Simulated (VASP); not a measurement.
# Ag: single point with PBE

The system is Ag.

```
CELL_PARAMETERS angstrom
0.00000 2.04310 1.98181
2.04310 0.00000 1.98181
2.04310 2.04310 0.00000
ATOMIC_POSITIONS crystal
Ag 0.00000 0.00000 0.00000
```

This cell differs from its parent crystal: strain +0.000 along x and y, -0.030 along z.

```
Program             : VASP 6.6.1
Task                : single point
Functional          : PBE
Potentials or basis : VASP PAW PBE potentials, release 64 (Ag)
Cutoff              : 520 eV
k mesh              : 10 × 10 × 10
Occupations         : gaussian, width 0.15 eV
Spin                : no spin polarisation
```

```json
{
  "Pressure": "8.7 GPa"
}
```

Stress tensor (GPa, compression positive):
```
8.42 0.00 0.00
0.00 8.42 0.00
0.00 0.00 9.34
```

Levels at points of the mesh, in eV from the Fermi level:
```tsv
k point	band 2	band 3	band 4	band 5	band 6	band 7	band 8	band 9	band 10	band 11
(0.00, 0.00, 0.00)	-4.91	-4.91	-4.72	-3.86	-3.66	16.17	19.76	19.76	20.22	24.79
(0.50, 0.00, 0.00)	-4.97	-4.78	-2.97	-2.87	-0.41	3.85	15.34	17.90	18.68	23.05
(0.50, 0.50, 0.00)	-6.42	-2.95	-2.69	-2.69	2.01	7.57	10.52	10.52	17.27	17.35
(0.50, 0.00, 0.50)	-6.42	-2.95	-2.78	-2.63	1.47	6.80	11.05	11.11	17.80	17.92
```

Run time: 26 s on 1 thread of Intel Xeon 8259CL, on a shared host, peak memory 0.15 GiB.

Caveat: the cell differs from its parent crystal (strain +0.000 along x and y, -0.030 along z).
